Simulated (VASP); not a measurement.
**V: single point with PBE**

Crystal: V.

```xyz
2
Lattice="1.4984 -1.4984 1.4984 -1.4984 1.4984 1.4984 -2.9968 -2.9968 0.0000" Properties=species:S:1:pos:R:3 pbc="T T T"
V     0.0000    0.0000    0.0000
V    -1.4984   -1.4984    1.4984
```

* Program: VASP 6.6.1
* Task: single point
* Functional: PBE
* Potentials or basis: VASP PAW PBE potentials, release 64 (V_sv)
* Cutoff: 500 eV
* k mesh: 14 × 14 × 8
* Occupations: gaussian, width 0.05 eV
* Spin: collinear spin, antiferromagnetic start
* Starting moments: [1.0, -1.0] μB

The pressure is 0.0 GPa. The band gap on the k mesh is zero (filled and empty bands overlap), the net moment is 0.00 μB per cell and the valence electrons inside the program's atomic spheres are V 11.65.

Stress tensor (GPa, compression positive):
```
 0.02 -0.05  0.00
-0.05  0.02  0.00
 0.00  0.00  0.00
```

Levels at points of the mesh, in eV from the Fermi level:
Spin up:
```
           k point  band 10  band 11  band 12  band 13  band 14  band 15  band 16  band 17
(0.00, 0.00, 0.00)    -3.17    -1.13     0.41     0.41     0.41     1.65     2.43     2.43
(0.50, 0.00, 0.00)    -2.16    -1.15    -1.15    -0.47    -0.47     2.21     2.21     2.90
(0.50, 0.50, 0.00)    -2.99    -2.99    -1.13     1.65     2.43     2.79     3.73     3.73
(0.00, 0.00, 0.50)    -4.44    -0.41    -0.41    -0.02    -0.02     2.03     2.03     2.10
(0.50, 0.00, 0.50)    -3.17    -1.13    -1.13     1.65     1.65     2.43     2.43     2.79
(0.50, 0.50, 0.50)    -2.25    -1.59    -1.59     0.76     0.76     1.58     1.58     3.92
```
Spin down:
```csv
k point,band 11,band 12,band 13,band 14,band 15,band 16
"(0.00, 0.00, 0.00)",-1.13,0.41,0.41,0.41,1.65,2.43
"(0.50, 0.00, 0.00)",-1.15,-1.15,-0.47,-0.47,2.21,2.21
"(0.50, 0.50, 0.00)",-2.99,-1.13,1.65,2.43,2.79,3.73
"(0.00, 0.00, 0.50)",-0.41,-0.41,-0.02,-0.02,2.03,2.03
"(0.50, 0.00, 0.50)",-1.13,-1.13,1.65,1.65,2.43,2.43
"(0.50, 0.50, 0.50)",-1.59,-1.59,0.76,0.76,1.58,1.58
```

It took 6.1 min on 1 thread of AMD EPYC 7R43 64-Core Processor (Zen 3) (shared host), peak memory 0.28 GiB.

Caveat: the moments typed at the start vanished in this run.
